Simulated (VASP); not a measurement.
# HfC (Pm-3m) in VASP: settings compared

The runs below take HfC through single point, with PBE, LDA.

All numbers are computed with VASP 6.6.1; they aren't measurements. Logs are shortened: lines on timing, memory, paths and dates and some standing lists are left out, and cuts for length are marked.

## Step 1: The cell of the first run

It takes space group Pm-3m (No. 221, cubic). The conventional cell has a = 2.901 Å, b = 2.901 Å, c = 2.901 Å, α = 90.00°, β = 90.00°, γ = 90.00°. Within 3.3 Å of Hf (site symmetry m-3m) lie 8 C at 2.51 Å and 6 Hf at 2.90 Å. Within 3.3 Å of C (site symmetry m-3m) lie 8 Hf at 2.51 Å and 6 C at 2.90 Å.

## Step 2: Single point, PBE

File INCAR:

```
PREC     = Accurate       # precision mode
ENCUT    = 520            # plane-wave cutoff, eV
EDIFF    = 1E-7           # SCF threshold, eV
ISMEAR   = 0              # smearing method
SIGMA    = 0.05           # smearing width, eV
LREAL    = False          # projectors in reciprocal space
LASPH    = True           # aspherical terms in the spheres
NELM     = 60             # most SCF steps
ALGO     = Normal         # electronic algorithm
ISIF     = 2              # what is computed and relaxed
LWAVE    = False          # write WAVECAR
LCHARG   = True           # write CHGCAR
GGA      = PE             # functional
LELF     = True           # ELF
LVHAR    = True         
NBANDS   = 14             # bands
```

File KPOINTS:

```
regular mesh
0
Gamma
  12 12 12
```

File POSCAR:

```
HfC
1.0
    2.9008889300      0.0000000000      0.0000000000
    0.0000000000      2.9008889300      0.0000000000
    0.0000000000      0.0000000000      2.9008889300
Hf C
1 1
Direct
    0.0000000000      0.0000000000      0.0000000000
    0.5000000000      0.5000000000      0.5000000000
```

Potentials or basis: VASP PAW PBE potentials, release 64 (Hf_pv, C).

Started as:

```console
cat potpaw_PBE.64/Hf_pv/POTCAR potpaw_PBE.64/C/POTCAR > POTCAR
mpirun -np 1 vasp_std > vasp.out
```

OUTCAR:

```text
PREC = Accurate
   ENCUT = 520
   EDIFF = 1E-7
   ISMEAR = 0
   LREAL = False
   LASPH = True
   NELM = 60
   ISIF = 2
   GGA = PE

 ion  position               nearest neighbor table
   1  0.000  0.000  0.000-   2 2.51   2 2.51   2 2.51   2 2.51   2 2.51   2 2.51   2 2.51   2 2.51

   2  0.500  0.500  0.500-   1 2.51   1 2.51   1 2.51   1 2.51   1 2.51   1 2.51   1 2.51   1 2.51

  LATTYP: Found a simple cubic cell.
 ALAT       =     2.9008889300

  Lattice vectors:

 A1 = (   2.9008889300,   0.0000000000,   0.0000000000)
 A2 = (   0.0000000000,   2.9008889300,   0.0000000000)
 A3 = (   0.0000000000,   0.0000000000,   2.9008889300)

Analysis of symmetry for initial positions (statically):
=====================================================================
 Subroutine PRICEL returns:
 Original cell was already a primitive cell.

 Routine SETGRP: Setting up the symmetry group for a
 simple cubic supercell.

 Subroutine GETGRP returns: Found 48 space group operations
 (whereof 48 operations were pure point group operations)
 out of a pool of 48 trial point group operations.

The static configuration has the point symmetry O_h .

Analysis of symmetry for dynamics (positions and initial velocities):
=====================================================================
 Subroutine PRICEL returns:
 Original cell was already a primitive cell.

 Routine SETGRP: Setting up the symmetry group for a
 simple cubic supercell.

 Subroutine GETGRP returns: Found 48 space group operations
 (whereof 48 operations were pure point group operations)
 out of a pool of 48 trial point group operations.

The dynamic configuration has the point symmetry O_h .

 Subroutine INISYM returns: Found 48 space group operations
 (whereof 48 operations are pure point group operations),
 and found     1 'primitive' translations

----------------------------------------------------------------------------------------

                                     Primitive cell

  volume of cell :      24.4114

  direct lattice vectors                    reciprocal lattice vectors
     2.900888930  0.000000000  0.000000000     0.344721919  0.000000000  0.000000000
     0.000000000  2.900888930  0.000000000     0.000000000  0.344721919  0.000000000
     0.000000000  0.000000000  2.900888930     0.000000000  0.000000000  0.344721919

  length of vectors
     2.900888930  2.900888930  2.900888930     0.344721919  0.344721919  0.344721919

  position of ions in fractional coordinates (direct lattice)
     0.000000000  0.000000000  0.000000000
     0.500000000  0.500000000  0.500000000

  ion indices of the primitive-cell ions
   primitive index   ion index
                 1           1
                 2           2

----------------------------------------------------------------------------------------

 KPOINTS: regular mesh

Automatic generation of k-mesh.
 Grid dimensions read from file:
 generate k-points for:   12   12   12

 Generating k-lattice:

  Cartesian coordinates                     Fractional coordinates (reciprocal lattice)
     0.028726827  0.000000000  0.000000000     0.083333333  0.000000000  0.000000000
     0.000000000  0.028726827  0.000000000     0.000000000  0.083333333  0.000000000
     0.000000000  0.000000000  0.028726827     0.000000000  0.000000000  0.083333333

  Length of vectors
     0.028726827  0.028726827  0.028726827

  Shift w.r.t. Gamma in fractional coordinates (k-lattice)
     0.000000000  0.000000000  0.000000000

 Subroutine IBZKPT returns following result:
 ===========================================

 Found     84 irreducible k-points:

 Following reciprocal coordinates:
            Coordinates               Weight
  0.000000  0.000000  0.000000      1.000000
  0.083333  0.000000  0.000000      6.000000
  0.166667  0.000000  0.000000      6.000000
  0.250000  0.000000  0.000000      6.000000
  0.333333  0.000000  0.000000      6.000000
  0.416667  0.000000  0.000000      6.000000
[... 16 lines left out ...]
  0.333333  0.333333  0.000000     12.000000
  0.416667  0.333333  0.000000     24.000000
 [... further k-points ...]
   k-points           NKPTS =     84   k-points in BZ     NKDIM =     84   number of bands    NBANDS=     14
   number of dos      NEDOS =    301   number of ions     NIONS =      2
   total plane-waves  NPLWV =  13824
   dimension x,y,z NGX =    24 NGY =   24 NGZ =   24
   dimension x,y,z NGXF=    48 NGYF=   48 NGZF=   48
   ions per type =               1   1
   NGX,Y,Z   is equivalent  to a cutoff of  13.75, 13.75, 13.75 a.u.
   NGXF,Y,Z  is equivalent  to a cutoff of  27.51, 27.51, 27.51 a.u.
 SYSTEM =  unknown system
   PREC   = accura    normal or accurate (medium, high low for compatibility)
   ISTART =      0    job   : 0-new  1-cont  2-samecut
   ICHARG =      2    charge: 1-file 2-atom 10-const
   ISPIN  =      1    spin polarized calculation?
   LNONCOLLINEAR =      F non collinear calculations
   LSORBIT =      F    spin-orbit coupling
   LASPH  =      T    aspherical Exc in radial PAW
   ENCUT  =  520.0 eV  38.22 Ry    6.18 a.u.   5.39  5.39  5.39*2*pi/ulx,y,z
   NELM   =     60;   NELMIN=  2; NELMDL= -5     # of ELM steps
   EDIFF  = 0.1E-06   stopping-criterion for ELM
   LREAL  =      F    real-space projection
   EDIFFG = 0.1E-05   stopping-criterion for IOM
   NSW    =      0    number of steps for IOM
   IBRION =     -1    ionic relax: 0-MD 1-quasi-New 2-CG
   NFREE  =      0    steps in history (QN), initial steepest desc. (CG)
   ISIF   =      2    stress and relaxation
   ISYM   =      2    0-nonsym 1-usesym 2-fastsym
   POTIM  = 0.5000    time-step for ionic-motion
   TEBEG  =    0.0;   TEEND  =   0.0 temperature during run
   PSTRESS=    0.0 pullay stress
   NELECT =      14.0000    total number of electrons
   NUPDOWN=      -1.0000    fix difference up-down
   EMIN   =  10.00;   EMAX   =-10.00  energy-range for DOS
   EFERMI =   0.00;   METHOD = LEGACY
   ISMEAR =     0;   SIGMA  =   0.05  broadening in eV -4-tet -1-fermi 0-gaus
   EFERMI_NEDOS =   21; number of points for ismear=-14 and -15
   IALGO  =     38    algorithm
   IMIX   =      4    mixing-type and parameters
     AMIX     =   0.40;   BMIX     =  1.00
     AMIX_MAG =   1.60;   BMIX_MAG =  1.00
  volume/ion in A,a.u.               =      12.21        82.37
  Fermi-wavevector in a.u.,A,eV,Ry     =   1.360149  2.570308 25.170841  1.850005
  Thomas-Fermi vector in A             =   2.486836
   LORBIT       =      0    0 simple, 1 ext, 2 COOP (PROOUT), +10 PAW based schemes
   GGA     = PE    functional components
   LHFCALC =     F    Hartree Fock is set to
   AEXX    =    0.0000 exact exchange contribution
   IVDW    =     0    specifies the selected vdW correction
   LEPSILON=     F    determine dielectric tensor
   LRPA    =     F    only Hartree local field effects (RPA)
 non-spin polarized calculation
 Gauss-broadening in eV      SIGMA  =   0.05
  energy-cutoff  :      520.00
  volume of cell :       24.41
 maximum number of plane-waves:       691
 NGX is ok and might be reduce to    24
   NGX = 11   NGY = 11   NGZ = 11

 number of electron      14.0000002 magnetization

 Free energy of the ion-electron system (eV)
  ---------------------------------------------------
  ext. energy  EPLUGINS =         0.00000000
  ---------------------------------------------------
  free energy    TOTEN  =       -18.33939956 eV

  energy without entropy =      -18.33520153  energy(sigma->0) =      -18.33730054

 E-fermi :   6.5826     XC(G=0): -12.5367

 val. band max:        6.5777976886   @ k =   0.5000   0.1667   0.1667
 cond. band min:       6.5830831861   @ k =   0.3333   0.2500   0.0000
 fundamental gap:      0.0052854976
 Fermi energy:         6.5825858213

 k-point     1 :       0.0000    0.0000    0.0000
  band No.  band energies     occupation
      1     -23.4229      2.00000
      2     -23.4229      2.00000
      3     -23.4229      2.00000
      4      -6.1582      2.00000
      5       4.6797      2.00000
      6       4.6797      2.00000
      7       7.6831      0.00000
      8       7.6831      0.00000
      9       7.6831      0.00000
     10      12.6937      0.00000
     11      12.6937      0.00000
     12      12.6937      0.00000
     13      13.0722      0.00000
     14      19.8010      0.00000

 k-point     2 :       0.0833    0.0000    0.0000
  band No.  band energies     occupation
      1     -23.4979      2.00000
      2     -23.4162      2.00000
      3     -23.4162      2.00000
      4      -6.0091      2.00000
      5       4.5755      2.00000
      6       4.7453      2.00000
      7       7.5004      0.00000
      8       7.5004      0.00000
      9       7.6104      0.00000
     10      12.7289      0.00000
     11      12.8436      0.00000
     12      12.8436      0.00000
     13      13.4513      0.00000
     14      19.8010      0.00000

 k-point     3 :       0.1667    0.0000    0.0000
  band No.  band energies     occupation
      1     -23.6980      2.00000
      2     -23.3979      2.00000
      3     -23.3979      2.00000
      4      -5.5830      2.00000
      5       3.9794      2.00000
      6       4.9319      2.00000
      7       7.0441      0.00000
      8       7.0441      0.00000
      9       7.9568      0.00000
     10      12.8266      0.00000
     11      13.2338      0.00000
     12      13.2338      0.00000
     13      14.2839      0.00000
     14      19.8011      0.00000
[... 324 lines left out ...]
 k-point    23 :       0.3333    0.3333    0.0000
  band No.  band energies     occupation
      1     -24.1124      2.00000
      2     -24.0768      2.00000
      3     -23.2786      2.00000
      4      -3.4608      2.00000
      5       2.2928      2.00000
      6       4.1488      2.00000
      7       6.8865      0.00000
      8       7.0047      0.00000
      9      10.3114      0.00000
     10      12.0157      0.00000
     11      12.3381      0.00000
     12      12.8706      0.00000
     13      16.2663      0.00000
     14      19.8027      0.00000

 k-point    24 :       0.4167    0.3333    0.0000
  band No.  band energies     occupation
      1     -24.2651      2.00000
      2     -24.0646      2.00000
      3     -23.2616      2.00000
      4      -3.3390      2.00000
      5       2.3514      2.00000
      6       4.1677      2.00000
      7       6.7493      0.00000
      8       7.0836      0.00000
      9      10.2355      0.00000
     10      11.9858      0.00000
     11      12.0294      0.00000
     12      13.2477      0.00000
     13      16.7016      0.00000
     14      19.8035      0.00000

 [... further k-points ...]
[... 5 lines left out ...]
  --------------------------------------------------------------------------------------
  -------------------------------------------------------------------------------------
  Total       -0.2058038     -0.2058038     -0.2058038      0.0000000      0.0000000     -0.0000000
  in kB      -13.5073646    -13.5073646    -13.5073646      0.0000000      0.0000000     -0.0000000
  external PRESSURE =     -13.5073646 kB  Pullay stress =       0.0000000 kB

 VOLUME and BASIS-vectors are now :
 -----------------------------------------------------------------------------
  energy-cutoff  :      520.00
  volume of cell :       24.41
      direct lattice vectors                 reciprocal lattice vectors
     2.900888930  0.000000000  0.000000000     0.344721919  0.000000000  0.000000000
     0.000000000  2.900888930  0.000000000     0.000000000  0.344721919  0.000000000
     0.000000000  0.000000000  2.900888930     0.000000000  0.000000000  0.344721919

 POSITION                                       TOTAL-FORCE (eV/Angst)
 -----------------------------------------------------------------------------------
      0.00000      0.00000      0.00000         0.000000      0.000000      0.000000
      1.45044      1.45044      1.45044         0.000000      0.000000      0.000000
 -----------------------------------------------------------------------------------
    total drift:                                0.000000      0.000000     -0.000000

  FREE ENERGIE OF THE ION-ELECTRON SYSTEM (eV)
  ---------------------------------------------------
  free  energy   TOTEN  =       -18.3393995571 eV

  energy  without entropy=      -18.3352015316  energy(sigma->0) =      -18.33730054
```

Run time: 17 s. Hardware: 1 thread of AMD EPYC 9R45 (Zen 5), shared host; peak memory 0.13 GiB.

What came out:

* Free energy: -18.3394 eV
* Pressure: -1.4 GPa
* Band gap on the k mesh: zero (band 7 reaches 7.68 eV, above the bottom of band 8 at 5.76 eV)

Levels at points of the mesh, in eV from the Fermi level:
```
           k point  band 4  band 5  band 6  band 7  band 8  band 9  band 10  band 11
(0.00, 0.00, 0.00)  -12.74   -1.90   -1.90    1.10    1.10    1.10     6.11     6.11
(0.50, 0.00, 0.00)   -9.45   -6.72   -1.03   -1.03   -0.73    6.68     6.81     8.34
(0.50, 0.50, 0.00)  -10.05   -2.60   -2.60   -1.17    1.98    3.12     3.12     4.75
(0.50, 0.50, 0.50)   -7.27   -5.47   -5.47   -5.47    8.76    8.76     8.76     9.01
```

Caveat: spin-orbit coupling is left out, which moves the levels of the heavy elements.

## Step 3: Single point, PBE (volume scaled by 0.980)

File INCAR:

```
PREC = Accurate
ENCUT = 520
EDIFF = 1E-6
ISMEAR = 0
SIGMA = 0.05
LREAL = F
LASPH = T
NELM = 100
ALGO = Normal
ISIF = 2
LWAVE = F
LCHARG = F
GGA = PE
NBANDS = 14
```

File KPOINTS:

```
Automatic mesh
0
Gamma
  12 12 12
```

File POSCAR:

```
HfC
1.0
    2.8814192901      0.0000000000      0.0000000000
    0.0000000000      2.8814192901      0.0000000000
    0.0000000000      0.0000000000      2.8814192901
Hf C
1 1
Direct
    0.0000000000      0.0000000000      0.0000000000
    0.5000000000      0.5000000000      0.5000000000
```

Potentials or basis: VASP PAW PBE potentials, release 64 (Hf_pv, C).

Started as:

```console
cat potpaw_PBE.64/Hf_pv/POTCAR potpaw_PBE.64/C/POTCAR > POTCAR
mpirun -np 1 vasp_std > vasp.out
```

Run time: 15 s. Hardware: 1 thread of AMD EPYC 9R45 (Zen 5), shared host; peak memory 0.13 GiB.

Results (log left out):

```yaml
Free_energy: -18.3371 eV
Pressure: 2.9 GPa
Band_gap_on_the_k_mesh: zero (band 7 reaches 7.88 eV, above the bottom of band 8 at 5.89 eV)
```

Levels at points of the mesh, in eV from the Fermi level:
```csv
k point,band 5,band 6,band 7,band 8,band 9,band 10
"(0.00, 0.00, 0.00)",-1.96,-1.96,1.13,1.13,1.13,6.25
"(0.50, 0.00, 0.00)",-6.80,-1.06,-1.06,-0.76,6.83,6.97
"(0.50, 0.50, 0.00)",-2.61,-2.61,-1.17,2.00,3.17,3.17
"(0.50, 0.50, 0.50)",-5.60,-5.60,-5.60,8.99,8.99,8.99
```

Caveat: spin-orbit coupling is left out, which moves the levels of the heavy elements.

[end of part 1 of 2]
